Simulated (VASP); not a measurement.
Input of a VASP 6.6.1 run:

Contents of POSCAR:

```
Te2Mo
1.0
    0.0000000000      3.3148317929      3.3148317929
    3.3148317929      0.0000000000      3.3148317929
    3.3148317929      3.3148317929      0.0000000000
Mo Te
1 2
Direct
    0.0000000000      0.0000000000      0.0000000000
    0.2500000000      0.2500000000      0.2500000000
    0.7500000000      0.7500000000      0.7500000000
```

INCAR.step1

```
ALGO     = Normal         # electronic algorithm
EDIFF    = 1E-5           # SCF threshold, eV
ENCUT    = 520            # plane-wave cutoff, eV
GGA      = PE             # functional
ISIF     = 2              # what is computed and relaxed
ISMEAR   = -1             # smearing method
LASPH    = True           # aspherical terms in the spheres
LCHARG   = False          # write CHGCAR
LREAL    = False          # projectors in reciprocal space
LWAVE    = True           # write WAVECAR
NBANDS   = 20             # bands
NELM     = 80             # most SCF steps
PREC     = Accurate       # precision mode
SIGMA    = 0.02           # smearing width, eV
```

INCAR.step2

```
AEXX     = 0.3            # exact-exchange fraction
ALGO     = Normal         # electronic algorithm
EDIFF    = 1E-6           # SCF threshold, eV
ENCUT    = 520            # plane-wave cutoff, eV
GGA      = PE             # functional
HFSCREEN = 0.5            # screening, 1/A
ISIF     = 2              # what is computed and relaxed
ISMEAR   = -1             # smearing method
ISTART   = 1            
LASPH    = True           # aspherical terms in the spheres
LCHARG   = False          # write CHGCAR
LHFCALC  = True           # exact exchange
LREAL    = False          # projectors in reciprocal space
LWAVE    = False          # write WAVECAR
NBANDS   = 20             # bands
NELM     = 80             # most SCF steps
PREC     = Accurate       # precision mode
PRECFOCK = Normal       
SIGMA    = 0.02           # smearing width, eV
```

KPOINTS

```
k-points
0
Gamma
  4 4 4
```

Potentials or basis: VASP PAW PBE potentials, release 64 (Mo_sv, Te).

Launch:

```sh
$ cat potpaw_PBE.64/Mo_sv/POTCAR potpaw_PBE.64/Te/POTCAR > POTCAR
$ cp INCAR.step1 INCAR
$ mpirun -np 1 vasp_std > vasp.out
$ cp INCAR.step2 INCAR
$ mpirun -np 1 vasp_std > vasp.out
```

Q: What does it give for the band gap on the k mesh?

A: Zero (bands 13 and 14 overlap by 0.77 eV).

Q: Predict the pressure.

A: -1.2 GPa.

Caveat: the k points lie up to 0.41 Å⁻¹ apart, too coarse for converged energies and pressures of a metal; the structure was generated, so it needn't be the stable form of Te2Mo; the PAW data sets were made with another functional, which shifts forces and pressure a little; spin-orbit coupling is left out, which moves the levels of the heavy elements.
